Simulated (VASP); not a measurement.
## WS2: single point with PBEsol

Crystal: WS2.

```
CELL_PARAMETERS angstrom
3.05997 0.00000 0.00000
-1.52999 2.65002 0.00000
0.00000 0.00000 12.34853
ATOMIC_POSITIONS crystal
W 0.33333 0.66667 0.25000
W 0.66667 0.33333 0.75000
S 0.33333 0.66667 0.62655
S 0.66667 0.33333 0.12655
S 0.33333 0.66667 0.87345
S 0.66667 0.33333 0.37345
```

```json
{
  "Program": "VASP 6.6.1",
  "Task": "single point",
  "Functional": "PBEsol",
  "Potentials or basis": "VASP PAW PBE potentials, release 64 (W_sv, S)",
  "Cutoff": "520 eV",
  "k mesh": "12 × 12 × 2",
  "Occupations": "gaussian, width 0.05 eV",
  "Spin": "no spin polarisation"
}
```

```
Pressure               : 16.7 GPa
Largest force          : 1.738 eV/Å
Band gap on the k mesh : 1.05 eV, indirect (least direct gap 2.07 eV)
```

Forces in eV/Å, atoms in the order of the input:
```
W    0.000  0.000  0.000
W    0.000  0.000  0.000
S    0.000  0.000 -1.738
S    0.000  0.000 -1.738
S    0.000  0.000  1.738
S    0.000  0.000  1.738
```

Stress tensor (GPa, compression positive):
```
16.24  0.00  0.00
 0.00 16.24  0.00
 0.00  0.00 17.55
```

Levels at points of the mesh, in eV from the valence-band top:
```csv
k point,band 22,band 23,band 24,band 25,band 26,band 27,band 28,band 29,band 30,band 31
"(0.00, 0.00, 0.00)",-2.29,-2.29,-1.73,-1.42,0.00,2.60,2.60,2.60,2.60,2.83
"(0.50, 0.00, 0.00)",-2.87,-1.87,-1.76,-1.72,-1.64,2.70,2.74,2.91,3.29,3.36
"(0.00, 0.00, 0.50)",-2.30,-2.30,-2.30,-0.40,-0.40,2.60,2.60,2.60,2.60,2.91
"(0.50, 0.00, 0.50)",-2.97,-1.80,-1.80,-1.69,-1.69,2.72,2.72,3.13,3.13,3.62
```

It took 2.8 min on 1 thread of Intel Xeon 8259CL, on a shared host, peak memory 0.28 GiB.

Caveat: the PAW data sets were made with another functional, which shifts forces and pressure a little; spin-orbit coupling is left out, which moves the levels of the heavy elements; this functional lacks dispersion, which binds the layers, so the pressure and a relaxed spacing across them are unreliable. A k mesh can miss the band edges.
